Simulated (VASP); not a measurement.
# B2Te3 (P-62m) in VASP: notebook

Runs on B2Te3. Level: PBE. Tasks: relaxation of cell and atoms, single point.

Program: VASP 6.6.1. These are calculated values, not measurements. Logs are shortened: lines on timing, memory, paths and dates and some standing lists are left out, and cuts for length are marked.

### 1 The cell of the first run

The structure is hexagonal, space group P-62m (No. 189). The conventional cell has a = 6.260 Å, b = 6.260 Å, c = 3.198 Å, α = 90.00°, β = 90.00°, γ = 120.00°. B (site symmetry -6) has 6 Te at 2.53 Å and 2 B at 3.20 Å within 3.3 Å. Within 3.4 Å of Te (site symmetry m2m) lie 4 B at 2.53 Å and 6 Te at 3.20 to 3.39 Å.

The cell was generated, and may not be a known phase.

### 2 Relaxation of cell and atoms, PBE

File INCAR:

```
PREC = Accurate ; ENCUT = 600
EDIFF = 1E-7 ; ISMEAR = 0
SIGMA = 0.1 ; LREAL = False
LASPH = True ; NELM = 100
ALGO = Normal ; ISIF = 3
LWAVE = False ; LCHARG = False
GGA = PE ; IBRION = 2
NSW = 90 ; EDIFFG = -0.04
```

File KPOINTS:

```
regular mesh
0
Gamma
  3 3 6
```

File POSCAR:

```
B2Te3
1.0
    6.2602117806      0.0000000000      0.0000000000
   -3.1301058903      5.4215024351      0.0000000000
    0.0000000000      0.0000000000      3.1978804800
B Te
2 3
Direct
    0.3333333333      0.6666666667      0.5000000000
    0.6666666667      0.3333333333      0.5000000000
    0.3792861162      0.0000000000      0.0000000000
    0.0000000000      0.3792861162      0.0000000000
    0.6207138838      0.6207138838      0.0000000000
```

Potentials or basis: VASP PAW PBE potentials, release 64 (B, Te).

Run with:

```bash
cat potpaw_PBE.64/B/POTCAR potpaw_PBE.64/Te/POTCAR > POTCAR
mpirun -np 1 vasp_std > vasp.out
```

OUTCAR:

```text
PREC = Accurate
   ENCUT = 600
   EDIFF = 1E-7
   ISMEAR = 0
   LREAL = False
   LASPH = True
   NELM = 100
   ISIF = 3
   GGA = PE
   IBRION = 2
   NSW = 90
   EDIFFG = -0.04

 ion  position               nearest neighbor table
   1  0.333  0.667  0.500-   3 2.53   3 2.53   4 2.53   4 2.53   5 2.53   5 2.53
   2  0.667  0.333  0.500-   4 2.53   4 2.53   3 2.53   3 2.53   5 2.53   5 2.53
   3  0.379  0.000  0.000-   1 2.53   1 2.53   2 2.53   2 2.53   4 3.39   5 3.39   5 3.39   4 3.39

   4  0.000  0.379  0.000-   2 2.53   2 2.53   1 2.53   1 2.53   5 3.39   5 3.39   3 3.39   3 3.39

   5  0.621  0.621  0.000-   1 2.53   1 2.53   2 2.53   2 2.53   4 3.39   4 3.39   3 3.39   3 3.39

  LATTYP: Found a hexagonal cell.
 ALAT       =     6.2602117806
 C/A-ratio  =     0.5108262455

  Lattice vectors:

 A1 = (   6.2602117806,   0.0000000000,   0.0000000000)
 A2 = (  -3.1301058903,   5.4215024351,   0.0000000000)
 A3 = (   0.0000000000,   0.0000000000,   3.1978804800)

Analysis of symmetry for initial positions (statically):
=====================================================================
 Subroutine PRICEL returns:
 Original cell was already a primitive cell.

 Routine SETGRP: Setting up the symmetry group for a
 hexagonal supercell.

 Subroutine GETGRP returns: Found 12 space group operations
 (whereof 12 operations were pure point group operations)
 out of a pool of 24 trial point group operations.

The static configuration has the point symmetry D_3h.

Analysis of symmetry for dynamics (positions and initial velocities):
=====================================================================
 Subroutine PRICEL returns:
 Original cell was already a primitive cell.

 Routine SETGRP: Setting up the symmetry group for a
 hexagonal supercell.

 Subroutine GETGRP returns: Found 12 space group operations
 (whereof 12 operations were pure point group operations)
 out of a pool of 24 trial point group operations.

The dynamic configuration has the point symmetry D_3h.

 Subroutine INISYM returns: Found 12 space group operations
 (whereof 12 operations are pure point group operations),
 and found     1 'primitive' translations

----------------------------------------------------------------------------------------

                                     Primitive cell

  volume of cell :     108.5353

  direct lattice vectors                    reciprocal lattice vectors
     6.260211781  0.000000000  0.000000000     0.159739005  0.092225357  0.000000000
    -3.130105890  5.421502435  0.000000000     0.000000000  0.184450715  0.000000000
     0.000000000  0.000000000  3.197880480     0.000000000  0.000000000  0.312707122

  length of vectors
     6.260211781  6.260211781  3.197880480     0.184450715  0.184450715  0.312707122

  position of ions in fractional coordinates (direct lattice)
     0.333333333  0.666666667  0.500000000
     0.666666667  0.333333333  0.500000000
     0.379286116  0.000000000  0.000000000
     0.000000000  0.379286116  0.000000000
     0.620713884  0.620713884  0.000000000

  ion indices of the primitive-cell ions
   primitive index   ion index
                 1           1
                 2           2
                 3           3
                 4           4
                 5           5

----------------------------------------------------------------------------------------

 KPOINTS: regular mesh

Automatic generation of k-mesh.
 Grid dimensions read from file:
 generate k-points for:    3    3    6

 Generating k-lattice:

  Cartesian coordinates                     Fractional coordinates (reciprocal lattice)
     0.053246335  0.030741786  0.000000000     0.333333333  0.000000000  0.000000000
     0.000000000  0.061483572  0.000000000     0.000000000  0.333333333  0.000000000
     0.000000000  0.000000000  0.052117854     0.000000000  0.000000000  0.166666667

  Length of vectors
     0.061483572  0.061483572  0.052117854

  Shift w.r.t. Gamma in fractional coordinates (k-lattice)
     0.000000000  0.000000000  0.000000000

 Subroutine IBZKPT returns following result:
 ===========================================

 Found     12 irreducible k-points:

 Following reciprocal coordinates:
            Coordinates               Weight
  0.000000  0.000000  0.000000      1.000000
  0.333333  0.000000  0.000000      6.000000
  0.333333  0.333333  0.000000      2.000000
  0.000000  0.000000  0.166667      2.000000
  0.333333  0.000000  0.166667     12.000000
  0.333333  0.333333  0.166667      4.000000
  0.000000  0.000000  0.333333      2.000000
  0.333333  0.000000  0.333333     12.000000
  0.333333  0.333333  0.333333      4.000000
  0.000000  0.000000  0.500000      1.000000
  0.333333  0.000000  0.500000      6.000000
  0.333333  0.333333  0.500000      2.000000
   k-points           NKPTS =     12   k-points in BZ     NKDIM =     12   number of bands    NBANDS=     16
   number of dos      NEDOS =    301   number of ions     NIONS =      5
   total plane-waves  NPLWV =  70000
   dimension x,y,z NGX =    50 NGY =   50 NGZ =   28
   dimension x,y,z NGXF=   100 NGYF=  100 NGZF=   56
   ions per type =               2   3
   NGX,Y,Z   is equivalent  to a cutoff of  13.28, 13.28, 14.56 a.u.
   NGXF,Y,Z  is equivalent  to a cutoff of  26.56, 26.56, 29.11 a.u.
 SYSTEM =  unknown system
   PREC   = accura    normal or accurate (medium, high low for compatibility)
   ISTART =      0    job   : 0-new  1-cont  2-samecut
   ICHARG =      2    charge: 1-file 2-atom 10-const
   ISPIN  =      1    spin polarized calculation?
   LNONCOLLINEAR =      F non collinear calculations
   LSORBIT =      F    spin-orbit coupling
   LASPH  =      T    aspherical Exc in radial PAW
   ENCUT  =  600.0 eV  44.10 Ry    6.64 a.u.  12.50 12.50  6.39*2*pi/ulx,y,z
   NELM   =    100;   NELMIN=  2; NELMDL= -5     # of ELM steps
   EDIFF  = 0.1E-06   stopping-criterion for ELM
   LREAL  =      F    real-space projection
   EDIFFG = -.4E-01   stopping-criterion for IOM
   NSW    =     90    number of steps for IOM
   IBRION =      2    ionic relax: 0-MD 1-quasi-New 2-CG
   NFREE  =      1    steps in history (QN), initial steepest desc. (CG)
   ISIF   =      3    stress and relaxation
   ISYM   =      2    0-nonsym 1-usesym 2-fastsym
   POTIM  = 0.5000    time-step for ionic-motion
   TEBEG  =    0.0;   TEEND  =   0.0 temperature during run
   PSTRESS=    0.0 pullay stress
   NELECT =      24.0000    total number of electrons
   NUPDOWN=      -1.0000    fix difference up-down
   EMIN   =  10.00;   EMAX   =-10.00  energy-range for DOS
   EFERMI =   0.00;   METHOD = LEGACY
   ISMEAR =     0;   SIGMA  =   0.10  broadening in eV -4-tet -1-fermi 0-gaus
   EFERMI_NEDOS =   21; number of points for ismear=-14 and -15
   IALGO  =     38    algorithm
   IMIX   =      4    mixing-type and parameters
     AMIX     =   0.40;   BMIX     =  1.00
     AMIX_MAG =   1.60;   BMIX_MAG =  1.00
  volume/ion in A,a.u.               =      21.71       146.49
  Fermi-wavevector in a.u.,A,eV,Ry     =   0.989969  1.870770 13.334236  0.980039
  Thomas-Fermi vector in A             =   2.121606
   LORBIT       =      0    0 simple, 1 ext, 2 COOP (PROOUT), +10 PAW based schemes
   GGA     = PE    functional components
   LHFCALC =     F    Hartree Fock is set to
   AEXX    =    0.0000 exact exchange contribution
   IVDW    =     0    specifies the selected vdW correction
   LEPSILON=     F    determine dielectric tensor
   LRPA    =     F    only Hartree local field effects (RPA)
 conjugate gradient relaxation of ions
 non-spin polarized calculation
 Gauss-broadening in eV      SIGMA  =   0.10
  energy-cutoff  :      600.00
  volume of cell :      108.54
 maximum number of plane-waves:      3661
 NGX is ok and might be reduce to    50
   NGX = 25   NGY = 25   NGZ = 13

--------------------------------------- Ionic step        1  -------------------------------------------

 number of electron      24.0000000 magnetization

 Free energy of the ion-electron system (eV)
  ---------------------------------------------------
  ext. energy  EPLUGINS =         0.00000000
  ---------------------------------------------------
  free energy    TOTEN  =       -18.04284173 eV

  energy without entropy =      -18.02827800  energy(sigma->0) =      -18.03555986

------------------------ aborting loop because EDIFF is reached ----------------------------------------

  FORCE on cell =-STRESS in cart. coord.  units (eV):
  Direction    XX          YY          ZZ          XY          YZ          ZX
  --------------------------------------------------------------------------------------
  -------------------------------------------------------------------------------------
  Total        0.0364240      0.0364240      1.8201241      0.0000000      0.0000000      0.0000000
  in kB        0.5376849      0.5376849     26.8683293      0.0000000      0.0000000      0.0000000
  external PRESSURE =       9.3145664 kB  Pullay stress =       0.0000000 kB
[... 63 lines left out ...]
  energy  without entropy=      -18.0249677550  energy(sigma->0) =      -18.03730445

--------------------------------------- Ionic step        3  -------------------------------------------

 number of electron      24.0000000 magnetization

 Free energy of the ion-electron system (eV)
  ---------------------------------------------------
  ext. energy  EPLUGINS =         0.00000000
  ---------------------------------------------------
  free energy    TOTEN  =       -18.05144478 eV

  energy without entropy =      -18.03126353  energy(sigma->0) =      -18.04135416

 E-fermi :   6.7870     XC(G=0):  -9.7197

 val. band max:        6.7824638168   @ k =   0.3333   0.0000   0.5000
 cond. band min:       6.8684330702   @ k =   0.3333   0.0000   0.0000
 fundamental gap:      0.0859692535
 Fermi energy:         6.7869763545

 k-point     1 :       0.0000    0.0000    0.0000
  band No.  band energies     occupation
      1      -7.7747      2.00000
      2      -5.1126      2.00000
      3      -5.1126      2.00000
      4      -2.4698      2.00000
      5       1.2975      2.00000
      6       1.2975      2.00000
[... 8 lines left out ...]
     15       9.8305      0.00000
     16       9.8305      0.00000
[... 239 lines left out ...]
  FREE ENERGIE OF THE ION-ELECTRON SYSTEM (eV)
  ---------------------------------------------------
  free  energy   TOTEN  =       -18.0514447817 eV

  energy  without entropy=      -18.0312635293  energy(sigma->0) =      -18.04135416

 reached required accuracy - stopping structural energy minimisation
```

Wall time 1.8 min (1 thread of Intel Xeon 8259CL, shared host); peak memory 0.27 GiB.

Results:

| Property | Result |
| --- | --- |
| Free energy | -18.0514 eV |
| Relaxed volume | 21.95 Å³/atom |
| Relaxed cell | a = 6.262 Å, b = 6.262 Å, c = 3.232 Å, α = 90.00°, β = 90.00°, γ = 120.00° |
| Space group after relaxing (to 0.1 Å) | P-62m (No. 189) |
| Energy gained by relaxing | 1.7 meV/atom |
| Ionic steps | 3 |
| Pressure after relaxing | 0.0 GPa |
| Largest force after relaxing | 0.006 eV/Å |
| Band gap on the k mesh | zero (bands 12 and 13 overlap by 1.99 eV) |

Forces in eV/Å, atoms in the order of the input:
```
B    0.000  0.000  0.000
B    0.000  0.000  0.000
Te  -0.006  0.000  0.000
Te   0.003 -0.005  0.000
Te   0.003  0.005  0.000
```

Step by step:
```tsv
step	energy change (eV)	largest force (eV/Å)	pressure (GPa)	volume (Å³)
1	0.0000	0.0260	0.93	108.54
2	-0.0068	0.0376	-0.60	110.52
3	-0.0086	0.0060	-0.04	109.75
```

Final structure:
```
B Te
1.0
     6.26156    0.00000    0.00000
    -3.13078    5.42267    0.00000
     0.00000    0.00000    3.23234
B Te
2 3
Direct
  0.33333 0.66667 0.50000
  0.66667 0.33333 0.50000
  0.37916 0.00000 0.00000
  0.00000 0.37916 0.00000
  0.62084 0.62084 0.00000
```

Caveat: the k points lie up to 0.39 Å⁻¹ apart in the final cell, too coarse for converged energies and pressures of a metal; spin-orbit coupling is left out, which moves the levels of the heavy elements.

### 3 Single point, PBE

This run uses another cell than the first one, of 22.01 Å³/atom.

File INCAR:

```
PREC = Accurate
ENCUT = 520
EDIFF = 1E-6
ISMEAR = 0
SIGMA = 0.1
LREAL = False
LASPH = True
NELM = 60
ALGO = Normal
ISIF = 2
LWAVE = False
LCHARG = False
GGA = PE
NBANDS = 20
```

File KPOINTS:

```
regular mesh
0
Gamma
  6 6 12
```

File POSCAR:

```
B2Te3
1.0
    6.2684878941      0.0000000000      0.0000000000
   -3.1342439471      5.4286697596      0.0000000000
    0.0000000000      0.0000000000      3.2343132983
B Te
2 3
Direct
    0.3333333333      0.6666666667      0.5000000000
    0.6666666667      0.3333333333      0.5000000000
    0.3826237775      0.0000000000      0.0000000000
    0.0000000000      0.3826237775      0.0000000000
    0.6173762225      0.6173762225      0.0000000000
```

Potentials or basis: VASP PAW PBE potentials, release 64 (B, Te).

Run with:

```bash
cat potpaw_PBE.64/B/POTCAR potpaw_PBE.64/Te/POTCAR > POTCAR
mpirun -np 1 vasp_std > vasp.out
```

Wall time 1.7 min (1 thread of Intel Xeon 8259CL, shared host); peak memory 0.28 GiB.

The run converged. Its results:

| Quantity | Value |
| --- | --- |
| Free energy | -18.0985 eV |
| Pressure | 0.0 GPa |
| Band gap on the k mesh | zero (bands 12 and 13 overlap by 2.18 eV) |

Levels at points of the mesh, in eV from the Fermi level:
| k point | band 10 | band 11 | band 12 | band 13 | band 14 | band 15 |
| --- | --- | --- | --- | --- | --- | --- |
| (0.00, 0.00, 0.00) | -0.54 | 1.06 | 1.42 | 2.19 | 2.19 | 3.07 |
| (0.50, 0.00, 0.00) | -1.08 | -0.32 | 1.37 | 1.53 | 2.07 | 3.45 |
| (0.00, 0.00, 0.50) | -2.95 | -1.93 | -0.53 | -0.53 | 1.33 | 1.87 |
| (0.50, 0.00, 0.50) | -1.71 | -1.48 | -0.73 | -0.56 | 0.25 | 1.16 |

Caveat: spin-orbit coupling is left out, which moves the levels of the heavy elements.

### 4 Relaxation of cell and atoms, PBE

This run uses another cell than the first one, of 21.92 Å³/atom.

File INCAR:

```
SYSTEM = B2Te3
PREC = Accurate ; ENCUT = 600
EDIFF = 1E-6 ; ISMEAR = 0
SIGMA = 0.1 ; LREAL = .False.
LASPH = .True. ; NELM = 80
ALGO = Normal ; ISIF = 3
LWAVE = .False. ; LCHARG = .False.
GGA = PE ; IBRION = 2
NSW = 100 ; EDIFFG = -0.01
```

File KPOINTS:

```
regular mesh
0
Gamma
  6 6 12
  0 0 0
```

File POSCAR:

```
B2Te3
1.0
    6.2459580736      0.0000000000      0.0000000000
   -3.1229790368      5.4091583627      0.0000000000
    0.0000000000      0.0000000000      3.2439420399
B Te
2 3
Direct
    0.3333333333      0.6666666667      0.5000000000
    0.6666666667      0.3333333333      0.5000000000
    0.3795248459      0.0000000000      0.0000000000
    0.0000000000      0.3795248459      0.0000000000
    0.6204751541      0.6204751541      0.0000000000
```

Run with:

```bash
cat potpaw_PBE.64/B/POTCAR potpaw_PBE.64/Te/POTCAR > POTCAR
mpirun -np 1 vasp_std > vasp.out
```

Run time: 7.7 min. Hardware: 1 thread of Intel Xeon 8259CL, shared host; peak memory 0.33 GiB.

The run converged. Its results:

- Free energy: -18.0994 eV
- Relaxed volume: 22.02 Å³/atom
- Relaxed cell: a = 6.269 Å, b = 6.269 Å, c = 3.234 Å, α = 90.00°, β = 90.00°, γ = 120.00°
- Space group after relaxing (to 0.1 Å): P-62m (No. 189)
- Energy gained by relaxing: 0.4 meV/atom
- Ionic steps: 8
- Pressure after relaxing: 0.0 GPa
- Band gap on the k mesh: zero (bands 12 and 13 overlap by 2.18 eV)

The path:
```
step  energy change (eV)  largest force (eV/Å)  pressure (GPa)  volume (Å³)
   1              0.0000                0.0439           -0.28       109.60
   2             -0.0008                0.0248            0.25       108.99
   3             -0.0010                0.0314            0.07       109.19
   4             -0.0012                0.0299            0.05       109.28
   5             -0.0016                0.0257            0.00       109.56
   6             -0.0019                0.0171           -0.10       110.11
   7             -0.0020                0.0048           -0.04       110.09
   8             -0.0020                0.0016           -0.02       110.08
```

Final structure:
```xyz
5
Lattice="6.2693 0.0000 0.0000 -3.1347 5.4294 0.0000 0.0000 0.0000 3.2339" Properties=species:S:1:pos:R:3 pbc="T T T"
B     0.0000    3.6196    1.6169
B     3.1347    1.8098    1.6169
Te   -0.7347    5.4294    0.0000
Te   -1.2000    2.0784    0.0000
Te    1.9347    3.3509    0.0000
```

Levels at points of the mesh, in eV from the Fermi level:
```csv
k point,band 10,band 11,band 12,band 13,band 14,band 15
"(0.00, 0.00, 0.00)",-0.55,1.07,1.42,2.20,2.20,3.07
"(0.50, 0.00, 0.00)",-1.08,-0.32,1.37,1.53,2.08,3.45
"(0.00, 0.00, 0.50)",-2.95,-1.92,-0.52,-0.52,1.34,1.87
"(0.50, 0.00, 0.50)",-1.71,-1.48,-0.73,-0.56,0.25,1.16
```

Caveat: spin-orbit coupling is left out, which moves the levels of the heavy elements.

### 5 The runs side by side

```csv
task,cell,k mesh,cutoff (eV),gap on the mesh (eV),pressure (GPa),relaxed volume (Å³/atom)
relaxation of cell and atoms,"relaxed from a = 6.260, b = 6.260, c = 3.198 Å, angles 90.0, 90.0, 120.0°, 5 atoms, atomic positions A",3 × 3 × 6,600,none,0.0,21.95
single point,"a = 6.268, b = 6.268, c = 3.234 Å, angles 90.0, 90.0, 120.0°, 5 atoms, atomic positions B",6 × 6 × 12,520,none,0.0,-
relaxation of cell and atoms,"relaxed from a = 6.246, b = 6.246, c = 3.244 Å, angles 90.0, 90.0, 120.0°, 5 atoms, atomic positions C",6 × 6 × 12,600,none,0.0,22.02
```

Alike in all rows: level PBE; potentials or basis VASP PAW PBE potentials, release 64 (B, Te); no spin polarisation; smearing gaussian 0.1 eV.

Caveats: some runs use coarse meshes; spin-orbit coupling is left out, which moves the levels of the heavy elements.

Total energies depend on the potentials used, so only differences within one code and one set of settings carry meaning.

The gap in the log of VASP goes by the Fermi energy; the results here count the filled bands.